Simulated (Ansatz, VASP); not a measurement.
# SiC in VASP and in Ansatz

```
Si C
1.0
     3.09412    0.00000    0.00000
    -1.54706    2.67959    0.00000
     0.00000    0.00000   10.12934
Si C
4 4
Direct
  0.66667 0.33333 0.93784
  0.33333 0.66667 0.43784
  0.00000 0.00000 0.68790
  0.00000 0.00000 0.18790
  0.66667 0.33333 0.73994
  0.33333 0.66667 0.23994
  0.00000 0.00000 0.49058
  0.00000 0.00000 0.99058
```

Change from the starting cell: all C atoms moved -0.100 Å, as atom 5 along Cartesian [0 0 1].

Alike in both runs: task single point; functional PBE; k mesh 12 × 12 × 4; occupations gaussian, width 0.05 eV; no spin polarisation.

```csv
,VASP,Ansatz
version,VASP 6.6.1,Ansatz 0.2.0
potentials or method,"VASP PAW PBE potentials, release 64 (Si, C), cutoff 520 eV","scalar-relativistic, plane waves, PAW"
valence electrons in the cell,32,32
```

Ansatz gave:

```
gap on the k mesh at the Fermi level (eV)                     : 1.79
least direct gap on the mesh (eV)                             : 3.46
pressure (GPa)                                                : 1.0
traceless stress, the component that is largest in VASP (GPa) : -5.20
rms of the force components (eV/Å)                            : 0.831
```

Which values does VASP return?

gap on the k mesh at the Fermi level (eV): 1.78; least direct gap on the mesh (eV): 3.46; pressure (GPa): 0.9; traceless stress, the component that is largest in VASP (GPa): -5.19; rms of the force components (eV/Å): 0.831.

Atom by atom the forces differ by 0.001 eV/Å (rms over components).
